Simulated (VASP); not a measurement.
# Ti (P6_3/mmc) in VASP: further runs

The runs below take Ti through single point, with r2SCAN.

Program: VASP 6.6.1. These are calculated values, not measurements. Logs are shortened: lines on timing, memory, paths and dates and some standing lists are left out, and cuts for length are marked.

## (1) The cell of the first run

The structure is hexagonal, space group P6_3/mmc (No. 194). The conventional cell has a = 3.004 Å, b = 3.004 Å, c = 4.267 Å, α = 90.00°, β = 90.00°, γ = 120.00°. Within 3.6 Å of Ti (site symmetry -6m2) lie 12 Ti at 2.75 to 3.00 Å.

## (2) Single point, r2SCAN

POSCAR

```
Ti
1.0
    3.0036000000      0.0000000000      0.0000000000
   -1.5018000000      2.6011939028      0.0000000000
    0.0000000000      0.0000000000      4.2673000000
Ti
2
Direct
    0.3333333333      0.6666666667      0.2500000000
    0.6666666667      0.3333333333      0.7500000000
```

INCAR.step1

```
SYSTEM = Ti
PREC = Accurate ; ENCUT = 520
ISMEAR = 1 ; SIGMA = 0.05
LREAL = .FALSE. ; LASPH = .TRUE.
NELM = 60 ; NBANDS = 19
GGA = PE ; ALGO = Normal
EDIFF = 1E-4 ; LWAVE = .TRUE.
LCHARG = .FALSE.
```

INCAR.step2

```
SYSTEM = Ti
PREC = Accurate ; ENCUT = 520
EDIFF = 1E-6 ; ISMEAR = 1
SIGMA = 0.05 ; LREAL = .FALSE.
LASPH = .TRUE. ; NELM = 60
ALGO = Normal ; ISIF = 2
LWAVE = .FALSE. ; LCHARG = .TRUE.
METAGGA = R2SCAN ; LMIXTAU = .TRUE.
LELF = .TRUE. ; LVHAR = .TRUE.
NBANDS = 19 ; ISTART = 1
```

KPOINTS

```
Automatic mesh
0
G
  18 18 10
  0 0 0
```

Potentials or basis: VASP PAW PBE potentials, release 64 (Ti_sv).

Started as:

```console
> cat potpaw_PBE.64/Ti_sv/POTCAR > POTCAR
> cp INCAR.step1 INCAR
> mpirun -np 1 vasp_std > vasp.out
> cp INCAR.step2 INCAR
> mpirun -np 1 vasp_std > vasp.out
```

OUTCAR:

```text
SYSTEM = Ti
   PREC = Accurate
   ENCUT = 520
   EDIFF = 1E-6
   ISMEAR = 1
   LREAL = .FALSE.
   LASPH = .TRUE.
   NELM = 60
   ISIF = 2
   METAGGA = R2SCAN
   ISTART = 1

 ion  position               nearest neighbor table
   1  0.333  0.667  0.250-   2 2.75   2 2.75   2 2.75   2 2.75   2 2.75   2 2.75
   2  0.667  0.333  0.750-   1 2.75   1 2.75   1 2.75   1 2.75   1 2.75   1 2.75

  LATTYP: Found a hexagonal cell.
 ALAT       =     3.0036000000
 C/A-ratio  =     1.4207284592

  Lattice vectors:

 A1 = (   3.0036000000,   0.0000000000,   0.0000000000)
 A2 = (  -1.5018000000,   2.6011939028,   0.0000000000)
 A3 = (   0.0000000000,   0.0000000000,   4.2673000000)

Analysis of symmetry for initial positions (statically):
=====================================================================
 Subroutine PRICEL returns:
 Original cell was already a primitive cell.

 Routine SETGRP: Setting up the symmetry group for a
 hexagonal supercell.

 Subroutine GETGRP returns: Found 24 space group operations
 (whereof 12 operations were pure point group operations)
 out of a pool of 24 trial point group operations.

The static configuration has the point symmetry D_3d.
 The point group associated with its full space group is D_6h.

Analysis of symmetry for dynamics (positions and initial velocities):
=====================================================================
 Subroutine PRICEL returns:
 Original cell was already a primitive cell.

 Routine SETGRP: Setting up the symmetry group for a
 hexagonal supercell.

 Subroutine GETGRP returns: Found 24 space group operations
 (whereof 12 operations were pure point group operations)
 out of a pool of 24 trial point group operations.

The dynamic configuration has the point symmetry D_3d.
 The point group associated with its full space group is D_6h.

 Subroutine INISYM returns: Found 24 space group operations
 (whereof 12 operations are pure point group operations),
 and found     1 'primitive' translations

----------------------------------------------------------------------------------------

                                     Primitive cell

  volume of cell :      33.3402

  direct lattice vectors                    reciprocal lattice vectors
     3.003600000  0.000000000  0.000000000     0.332933813  0.192219426  0.000000000
    -1.501800000  2.601193903  0.000000000     0.000000000  0.384438853  0.000000000
     0.000000000  0.000000000  4.267300000     0.000000000  0.000000000  0.234340215

  length of vectors
     3.003600000  3.003600000  4.267300000     0.384438853  0.384438853  0.234340215

  position of ions in fractional coordinates (direct lattice)
     0.333333333  0.666666667  0.250000000
     0.666666667  0.333333333  0.750000000

  ion indices of the primitive-cell ions
   primitive index   ion index
                 1           1
                 2           2

----------------------------------------------------------------------------------------

 KPOINTS: Automatic mesh

Automatic generation of k-mesh.
 Grid dimensions read from file:
 generate k-points for:   18   18   10

 Generating k-lattice:

  Cartesian coordinates                     Fractional coordinates (reciprocal lattice)
     0.018496323  0.010678857  0.000000000     0.055555556 -0.000000000  0.000000000
     0.000000000  0.021357714  0.000000000     0.000000000  0.055555556  0.000000000
     0.000000000  0.000000000  0.023434022     0.000000000  0.000000000  0.100000000

  Length of vectors
     0.021357714  0.021357714  0.023434022

  Shift w.r.t. Gamma in fractional coordinates (k-lattice)
     0.000000000  0.000000000  0.000000000

 Subroutine IBZKPT returns following result:
 ===========================================

 Found    222 irreducible k-points:

 Following reciprocal coordinates:
            Coordinates               Weight
  0.000000  0.000000  0.000000      1.000000
  0.055556 -0.000000  0.000000      6.000000
  0.111111 -0.000000  0.000000      6.000000
  0.166667 -0.000000  0.000000      6.000000
  0.222222 -0.000000  0.000000      6.000000
  0.277778 -0.000000  0.000000      6.000000
[... 16 lines left out ...]
  0.333333  0.111111  0.000000     12.000000
  0.388889  0.111111  0.000000     12.000000
 [... further k-points ...]
   k-points           NKPTS =    222   k-points in BZ     NKDIM =    222   number of bands    NBANDS=     19
   number of dos      NEDOS =    301   number of ions     NIONS =      2
   total plane-waves  NPLWV =  18432
   dimension x,y,z NGX =    24 NGY =   24 NGZ =   32
   dimension x,y,z NGXF=    48 NGYF=   48 NGZF=   64
   ions per type =               2
   NGX,Y,Z   is equivalent  to a cutoff of  13.28, 13.28, 12.47 a.u.
   NGXF,Y,Z  is equivalent  to a cutoff of  26.57, 26.57, 24.93 a.u.
 SYSTEM =  Ti
   PREC   = accura    normal or accurate (medium, high low for compatibility)
   ISTART =      1    job   : 0-new  1-cont  2-samecut
   ICHARG =      0    charge: 1-file 2-atom 10-const
   ISPIN  =      1    spin polarized calculation?
   LNONCOLLINEAR =      F non collinear calculations
   LSORBIT =      F    spin-orbit coupling
   LASPH  =      T    aspherical Exc in radial PAW
   ENCUT  =  520.0 eV  38.22 Ry    6.18 a.u.   5.58  5.58  7.93*2*pi/ulx,y,z
   NELM   =     60;   NELMIN=  2; NELMDL=  0     # of ELM steps
   EDIFF  = 0.1E-05   stopping-criterion for ELM
   LREAL  =      F    real-space projection
   EDIFFG = 0.1E-04   stopping-criterion for IOM
   NSW    =      0    number of steps for IOM
   IBRION =     -1    ionic relax: 0-MD 1-quasi-New 2-CG
   NFREE  =      0    steps in history (QN), initial steepest desc. (CG)
   ISIF   =      2    stress and relaxation
   ISYM   =      2    0-nonsym 1-usesym 2-fastsym
   POTIM  = 0.5000    time-step for ionic-motion
   TEBEG  =    0.0;   TEEND  =   0.0 temperature during run
   PSTRESS=    0.0 pullay stress
   NELECT =      24.0000    total number of electrons
   NUPDOWN=      -1.0000    fix difference up-down
   EMIN   =  10.00;   EMAX   =-10.00  energy-range for DOS
   EFERMI =   0.00;   METHOD = LEGACY
   ISMEAR =     1;   SIGMA  =   0.05  broadening in eV -4-tet -1-fermi 0-gaus
   EFERMI_NEDOS =   21; number of points for ismear=-14 and -15
   IALGO  =     38    algorithm
   IMIX   =      4    mixing-type and parameters
[... 18 lines left out ...]
   NGX = 11   NGY = 11   NGZ = 15

 number of electron      23.9999999 magnetization

 Free energy of the ion-electron system (eV)
  ---------------------------------------------------
  ext. energy  EPLUGINS =         0.00000000
  ---------------------------------------------------
  free energy    TOTEN  =       -25.78382249 eV

  energy without entropy =      -25.78379923  energy(sigma->0) =      -25.78381473

 E-fermi :   8.9019     XC(G=0): -12.6000

 val. band max:        8.8950474204   @ k =   0.3333   0.2778   0.3000
 cond. band min:       8.9043182009   @ k =   0.3889   0.2222   0.4000
 fundamental gap:      0.0092707805
 Fermi energy:         8.9018633691

 k-point     1 :       0.0000    0.0000    0.0000
  band No.  band energies     occupation
      1     -50.3630      2.00000
      2     -50.1227      2.00000
      3     -26.0658      2.00000
      4     -25.2976      2.00000
      5     -25.2975      2.00000
      6     -25.1039      2.00000
[... 11 lines left out ...]
     18      10.7914      0.00000
     19      12.3367      0.00000

 k-point     2 :       0.0556   -0.0000    0.0000
  band No.  band energies     occupation
      1     -50.3596      2.00000
      2     -50.1226      2.00000
      3     -26.0575      2.00000
      4     -25.3093      2.00000
      5     -25.3028      2.00000
      6     -25.1168      2.00000
[... 11 lines left out ...]
     18      10.6600      0.00000
     19      12.3756      0.00000

 k-point     3 :       0.1111   -0.0000    0.0000
  band No.  band energies     occupation
      1     -50.3498      2.00000
      2     -50.1224      2.00000
      3     -26.0332      2.00000
      4     -25.3435      2.00000
      5     -25.3176      2.00000
      6     -25.1538      2.00000
[... 11 lines left out ...]
     18      10.8727      0.00000
     19      12.4766      0.00000

 k-point     4 :       0.1667   -0.0000    0.0000
  band No.  band energies     occupation
      1     -50.3343      2.00000
      2     -50.1224      2.00000
      3     -25.9942      2.00000
      4     -25.3965      2.00000
      5     -25.3394      2.00000
      6     -25.2092      2.00000
[... 11 lines left out ...]
     18      11.1208      0.00000
     19      12.6081      0.00000

 k-point     5 :       0.2222   -0.0000    0.0000
  band No.  band energies     occupation
      1     -50.3144      2.00000
      2     -50.1234      2.00000
      3     -25.9427      2.00000
      4     -25.4625      2.00000
      5     -25.3651      2.00000
      6     -25.2751      2.00000
[... 11 lines left out ...]
     18      11.3920      0.00000
     19      12.7420      0.00000

 k-point     6 :       0.2778   -0.0000    0.0000
  band No.  band energies     occupation
      1     -50.2918      2.00000
      2     -50.1259      2.00000
      3     -25.8820      2.00000
      4     -25.5339      2.00000
      5     -25.3914      2.00000
      6     -25.3428      2.00000
[... 11 lines left out ...]
     18      11.6976      0.00000
     19      12.8613      0.00000

 k-point     7 :       0.3333   -0.0000    0.0000
  band No.  band energies     occupation
      1     -50.2685      2.00000
      2     -50.1302      2.00000
      3     -25.8163      2.00000
      4     -25.6020      2.00000
      5     -25.4154      2.00000
      6     -25.4044      2.00000
[... 11 lines left out ...]
     18      12.0607      0.00000
     19      12.9570      0.00000

 k-point     8 :       0.3889   -0.0000    0.0000
  band No.  band energies     occupation
      1     -50.2469      2.00000
      2     -50.1363      2.00000
      3     -25.7523      2.00000
      4     -25.6581      2.00000
      5     -25.4533      2.00000
      6     -25.4346      2.00000
[... 256 lines left out ...]
 k-point    20 :       0.1667    0.1111    0.0000
  band No.  band energies     occupation
      1     -50.3064      2.00000
      2     -50.1241      2.00000
      3     -25.9213      2.00000
      4     -25.4615      2.00000
      5     -25.4209      2.00000
      6     -25.2660      2.00000
[... 11 lines left out ...]
     18      11.5299      0.00000
     19      12.7710      0.00000

 k-point    21 :       0.2222    0.1111    0.0000
  band No.  band energies     occupation
      1     -50.2845      2.00000
      2     -50.1270      2.00000
      3     -25.8619      2.00000
      4     -25.5284      2.00000
      5     -25.4549      2.00000
      6     -25.3150      2.00000
[... 11 lines left out ...]
     18      11.8698      0.00000
     19      12.8723      0.00000

 k-point    22 :       0.2778    0.1111    0.0000
  band No.  band energies     occupation
      1     -50.2618      2.00000
      2     -50.1318      2.00000
      3     -25.7972      2.00000
      4     -25.5949      2.00000
      5     -25.4790      2.00000
      6     -25.3650      2.00000
[... 11 lines left out ...]
     18      12.2721      0.00000
     19      12.9557      0.00000

 k-point    23 :       0.3333    0.1111    0.0000
  band No.  band energies     occupation
      1     -50.2407      2.00000
      2     -50.1384      2.00000
      3     -25.7334      2.00000
      4     -25.6498      2.00000
      5     -25.4921      2.00000
      6     -25.4111      2.00000
[... 11 lines left out ...]
     18      12.7242      0.00000
     19      13.0164      0.00000

 k-point    24 :       0.3889    0.1111    0.0000
  band No.  band energies     occupation
      1     -50.2243      2.00000
      2     -50.1452      2.00000
      3     -25.6858      2.00000
      4     -25.6812      2.00000
      5     -25.4931      2.00000
      6     -25.4484      2.00000
[... 11 lines left out ...]
     18      13.0529      0.00000
     19      13.2034      0.00000

 [... further k-points ...]

------------------------ aborting loop because EDIFF is reached ----------------------------------------

  FORCE on cell =-STRESS in cart. coord.  units (eV):
  Direction    XX          YY          ZZ          XY          YZ          ZX
  --------------------------------------------------------------------------------------
  -------------------------------------------------------------------------------------
  Total        0.2029977      0.2029977      2.8297455      0.0000000      0.0000000      0.0000000
  in kB        9.7551463      9.7551463    135.9846754      0.0000000      0.0000000      0.0000000
  external PRESSURE =      51.8316560 kB  Pullay stress =       0.0000000 kB

 VOLUME and BASIS-vectors are now :
 -----------------------------------------------------------------------------
  energy-cutoff  :      520.00
  volume of cell :       33.34
      direct lattice vectors                 reciprocal lattice vectors
     3.003600000  0.000000000  0.000000000     0.332933813  0.192219426  0.000000000
    -1.501800000  2.601193903  0.000000000     0.000000000  0.384438853  0.000000000
     0.000000000  0.000000000  4.267300000     0.000000000  0.000000000  0.234340215

 POSITION                                       TOTAL-FORCE (eV/Angst)
 -----------------------------------------------------------------------------------
     -0.00000      1.73413      1.06682        -0.000000     -0.000000      0.000000
      1.50180      0.86706      3.20047         0.000000      0.000000      0.000000
 -----------------------------------------------------------------------------------
    total drift:                               -0.000000      0.000000     -0.000000

  FREE ENERGIE OF THE ION-ELECTRON SYSTEM (eV)
  ---------------------------------------------------
  free  energy   TOTEN  =       -25.7838224870 eV

  energy  without entropy=      -25.7837992252  energy(sigma->0) =      -25.78381473
```

It took 10 min on 1 thread of Intel Xeon 8259CL, shared host; peak memory 0.25 GiB.

What came out:

| Item | Value |
| --- | --- |
| Free energy | -25.7838 eV |
| Pressure | 5.2 GPa |
| Band gap on the k mesh | zero (bands 12 and 13 overlap by 1.22 eV) |

Stress tensor (GPa, compression positive):
```
 0.98  0.00  0.00
 0.00  0.98  0.00
 0.00  0.00 13.60
```

Levels at points of the mesh, in eV from the Fermi level:
```tsv
k point	band 8	band 9	band 10	band 11	band 12	band 13	band 14	band 15	band 16	band 17
(0.00, 0.00, 0.00)	-33.97	-6.74	-3.07	0.65	0.65	1.27	1.27	1.44	1.44	1.66
(0.50, 0.00, 0.00)	-34.04	-2.75	-2.60	-1.91	-1.26	0.02	1.15	1.76	3.25	3.68
(0.00, 0.00, 0.50)	-34.10	-4.48	-4.48	0.35	0.35	0.35	0.35	0.50	0.50	3.20
(0.50, 0.00, 0.50)	-34.13	-2.80	-2.80	-0.75	-0.75	1.27	1.27	1.58	1.58	3.53
```

Caveat: the stress differs along the axes, from 1 to 14 GPa; the PAW data sets were made with another functional, which shifts forces and pressure a little.

## (3) Single point, r2SCAN

This run uses another cell than the first one, of the same volume but with other edges.

POSCAR

```
Ti
1.0
    3.0721000000      0.0000000000      0.0000000000
   -1.5360500000      2.6605166430      0.0000000000
    0.0000000000      0.0000000000      4.0818000000
Ti
2
Direct
    0.3333333333      0.6666666667      0.2500000000
    0.6666666667      0.3333333333      0.7500000000
```

INCAR.step1

```
SYSTEM = Ti
  PREC = Accurate
  ENCUT = 520
  ISMEAR = 1
  SIGMA = 0.05
  LREAL = .False.
  LASPH = .True.
  NELM = 100
  NBANDS = 19
  GGA = PE
  ALGO = Normal
  EDIFF = 1E-4
  LWAVE = .True.
  LCHARG = .False.
```

INCAR.step2

```
SYSTEM = Ti
  PREC = Accurate
  ENCUT = 520
  EDIFF = 1E-6
  ISMEAR = 1
  SIGMA = 0.05
  LREAL = .False.
  LASPH = .True.
  NELM = 100
  ALGO = Normal
  ISIF = 2
  LWAVE = .False.
  LCHARG = .False.
  METAGGA = R2SCAN
  LMIXTAU = .True.
  NBANDS = 19
  ISTART = 1
```

KPOINTS

```
Automatic mesh
0
Gamma
  18 18 10
  0 0 0
```

Potentials or basis: VASP PAW PBE potentials, release 64 (Ti_sv).

Started as:

```console
> cat potpaw_PBE.64/Ti_sv/POTCAR > POTCAR
> cp INCAR.step1 INCAR
> mpirun -np 1 vasp_std > vasp.out
> cp INCAR.step2 INCAR
> mpirun -np 1 vasp_std > vasp.out
```

Wall time 7 min (1 thread of Intel Xeon 8259CL, shared host); peak memory 0.24 GiB.

Results (log left out):

| Property | Result |
| --- | --- |
| Free energy | -25.6462 eV |
| Pressure | 5.4 GPa |
| Band gap on the k mesh | zero (bands 12 and 13 overlap by 1.06 eV) |

Stress tensor (GPa, compression positive):
```
-0.25  0.00  0.00
 0.00 -0.25  0.00
 0.00  0.00 16.71
```

Levels at points of the mesh, in eV from the Fermi level:
```
           k point  band 8  band 9  band 10  band 11  band 12  band 13  band 14  band 15  band 16  band 17
(0.00, 0.00, 0.00)  -33.85   -6.61    -3.02     0.61     0.61     1.05     1.05     1.54     1.54     2.16
(0.50, 0.00, 0.00)  -33.93   -2.73    -2.61    -1.63    -1.38    -0.15     1.55     2.17     3.06     3.64
(0.00, 0.00, 0.50)  -34.06   -4.18    -4.18     0.15     0.15     0.15     0.15     0.95     0.95     3.41
(0.50, 0.00, 0.50)  -33.98   -2.65    -2.65    -0.51    -0.51     1.43     1.43     1.45     1.45     3.46
```

Caveat: the stress differs along the axes, from -0 to 17 GPa; the PAW data sets were made with another functional, which shifts forces and pressure a little.

## (4) Single point, r2SCAN

This run uses another cell than the first one, of 16.76 Å³/atom.

POSCAR

```
Ti
1.0
    2.7296000000      0.0000000000      0.0000000000
   -1.3648000000      2.3639029422      0.0000000000
    0.0000000000      0.0000000000      5.1950000000
Ti
2
Direct
    0.3333333333      0.6666666667      0.2500000000
    0.6666666667      0.3333333333      0.7500000000
```

INCAR.step1

```
SYSTEM = Ti
ALGO = Normal
EDIFF = 1E-4
ENCUT = 520
GGA = PE
ISMEAR = 1
LASPH = .TRUE.
LCHARG = .FALSE.
LREAL = .FALSE.
LWAVE = .TRUE.
NBANDS = 19
NELM = 100
PREC = Accurate
SIGMA = 0.05
```

INCAR.step2

```
SYSTEM = Ti
ALGO = Normal
EDIFF = 1E-7
ENCUT = 520
ISIF = 2
ISMEAR = 1
ISTART = 1
LASPH = .TRUE.
LCHARG = .FALSE.
LMIXTAU = .TRUE.
LREAL = .FALSE.
LWAVE = .FALSE.
METAGGA = R2SCAN
NBANDS = 19
NELM = 100
PREC = Accurate
SIGMA = 0.05
```

KPOINTS

```
k-points
0
G
  18 18 10
  0 0 0
```

Started as:

```console
> cat potpaw_PBE.64/Ti_sv/POTCAR > POTCAR
> cp INCAR.step1 INCAR
> mpirun -np 1 vasp_std > vasp.out
> cp INCAR.step2 INCAR
> mpirun -np 1 vasp_std > vasp.out
```

Wall time 8.4 min (1 thread of Intel Xeon 8259CL, shared host); peak memory 0.24 GiB.

The run converged. Its results:

```yaml
Free_energy: -25.5868 eV
Pressure: 4.1 GPa
Band_gap_on_the_k_mesh: zero (bands 12 and 13 overlap by 0.35 eV)
```

Stress tensor (GPa, compression positive):
```
10.55  0.00  0.00
 0.00 10.55  0.00
 0.00  0.00 -8.71
```

Levels at points of the mesh, in eV from the Fermi level:
| k point | band 9 | band 10 | band 11 | band 12 | band 13 | band 14 | band 15 | band 16 |
| --- | --- | --- | --- | --- | --- | --- | --- | --- |
| (0.00, 0.00, 0.00) | -6.60 | -3.08 | -0.87 | -0.16 | 1.16 | 1.16 | 1.42 | 1.42 |
| (0.50, 0.00, 0.00) | -2.41 | -2.35 | -2.13 | 0.08 | 0.10 | 0.82 | 1.73 | 3.78 |
| (0.00, 0.00, 0.50) | -5.03 | -5.03 | -0.68 | -0.68 | 1.22 | 1.22 | 1.22 | 1.22 |
| (0.50, 0.00, 0.50) | -2.71 | -2.71 | -1.24 | -1.24 | 1.74 | 1.74 | 2.63 | 2.63 |

Caveat: the stress differs along the axes, from -9 to 11 GPa; the PAW data sets were made with another functional, which shifts forces and pressure a little.

## (5) Summary

```csv
cell,gap on the mesh (eV),pressure (GPa)
"a = 3.004, b = 3.004, c = 4.267 Å, angles 90.0, 90.0, 120.0°, 2 atoms",none,5.2
"a = 3.072, b = 3.072, c = 4.082 Å, angles 90.0, 90.0, 120.0°, 2 atoms",none,5.4
"a = 2.730, b = 2.730, c = 5.195 Å, angles 90.0, 90.0, 120.0°, 2 atoms",none,4.1
```

Alike in all rows: task single point; level r2SCAN; potentials or basis VASP PAW PBE potentials, release 64 (Ti_sv); no spin polarisation; k mesh 18 × 18 × 10; cutoff (eV) 520; smearing methfessel-paxton 0.05 eV.

Caveats: the PAW data sets were made with another functional, which shifts forces and pressure a little; the stress differs along the axes, from 1 to 14 GPa (at least some runs); the stress differs along the axes, from -0 to 17 GPa (at least some runs); the stress differs along the axes, from -9 to 11 GPa (at least some runs).

Absolute energies hang on the potentials; compare differences alone.
